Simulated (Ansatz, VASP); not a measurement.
One calculation of Ti, two programs

```xyz
2
Lattice="2.9500 0.0000 0.0000 -1.4750 2.5548 0.0000 0.0000 0.0000 4.5923" Properties=species:S:1:pos:R:3 pbc="T T T"
Ti    0.0000    1.7032    1.1481
Ti    1.4750    0.8516    3.4442
```

Change from the starting cell: zz strain of -2 %.

Alike in both runs: task single point; functional PBEsol; k mesh 14 × 14 × 8; occupations fermi-dirac, width 0.05 eV; no spin polarisation.

|  | VASP | Ansatz |
| --- | --- | --- |
| version | VASP 6.6.1 | Ansatz 0.2.0 |
| potentials or method | VASP PAW PBE potentials, release 64 (Ti_sv), cutoff 520 eV | all-electron LAPW, scalar-relativistic |

Ansatz gave:

| Item | Value |
| --- | --- |
| pressure (GPa) | -3.8 |
| traceless stress, the component that is largest in VASP (GPa) | 1.06 |

Question: Which values does VASP return?

Answer: Pressure (GPa): -4.0; traceless stress, the component that is largest in VASP (GPa): 1.05.

VASP's potentials were made for PBE, not for PBEsol. Ansatz ran all-electron here, and VASP with PAW potentials.
